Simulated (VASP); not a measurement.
Wanted: the native input for a VASP 6.6.1 run.

```
Task                   : single point
Functional             : r2SCAN
Potentials or basis    : VASP PAW PBE potentials, release 64 (Li_sv, Cl)
Cutoff                 : 520 eV
k mesh                 : 8 × 8 × 8
Occupations            : gaussian, width 0.01 eV
Spin                   : no spin polarisation
Dipole correction      : no
Further INCAR settings : ALGO = Normal; EDIFF = 1e-07; NBANDS = 12
```

LiCl:

```xyz
2
Lattice="0.0000 2.5560 2.5560 2.5560 0.0000 2.5560 2.5560 2.5560 0.0000" Properties=species:S:1:pos:R:3 pbc="T T T"
Li    0.0000    0.0000    0.0000
Cl    2.5560    2.5560    2.5560
```

These files were run (other wordings do the same):

POSCAR

```
LiCl
1.0
    0.0000000000      2.5560252063      2.5560252063
    2.5560252063      0.0000000000      2.5560252063
    2.5560252063      2.5560252063      0.0000000000
Li Cl
1 1
Direct
    0.0000000000      0.0000000000      0.0000000000
    0.5000000000      0.5000000000      0.5000000000
```

INCAR.step1

```
PREC     = Accurate       # precision mode
ENCUT    = 520            # plane-wave cutoff, eV
ISMEAR   = 0              # smearing method
SIGMA    = 0.01           # smearing width, eV
LREAL    = F              # projectors in reciprocal space
LASPH    = T              # aspherical terms in the spheres
NELM     = 80             # most SCF steps
NBANDS   = 12             # bands
GGA      = PE             # functional
ALGO     = Normal         # electronic algorithm
EDIFF    = 1E-4           # SCF threshold, eV
LWAVE    = T              # write WAVECAR
LCHARG   = F              # write CHGCAR
```

INCAR.step2

```
PREC     = Accurate       # precision mode
ENCUT    = 520            # plane-wave cutoff, eV
EDIFF    = 1E-7           # SCF threshold, eV
ISMEAR   = 0              # smearing method
SIGMA    = 0.01           # smearing width, eV
LREAL    = F              # projectors in reciprocal space
LASPH    = T              # aspherical terms in the spheres
NELM     = 80             # most SCF steps
ALGO     = Normal         # electronic algorithm
ISIF     = 2              # what is computed and relaxed
LWAVE    = F              # write WAVECAR
LCHARG   = F              # write CHGCAR
METAGGA  = R2SCAN         # meta-GGA
LMIXTAU  = T            
NBANDS   = 12             # bands
ISTART   = 1
```

KPOINTS

```
regular mesh
0
Gamma
  8 8 8
```

Potentials or basis: VASP PAW PBE potentials, release 64 (Li_sv, Cl).

Run with:

```console
$ cat potpaw_PBE.64/Li_sv/POTCAR potpaw_PBE.64/Cl/POTCAR > POTCAR
$ cp INCAR.step1 INCAR
$ mpirun -np 1 vasp_std > vasp.out
$ cp INCAR.step2 INCAR
$ mpirun -np 1 vasp_std > vasp.out
```

It gave:

| Property | Result |
| --- | --- |
| Band gap on the k mesh | 7.36 eV, direct |

Wall time 71 s on 1 thread of AMD EPYC 7R43 64-Core Processor (Zen 3), with other jobs on the host, peak memory 0.12 GiB.
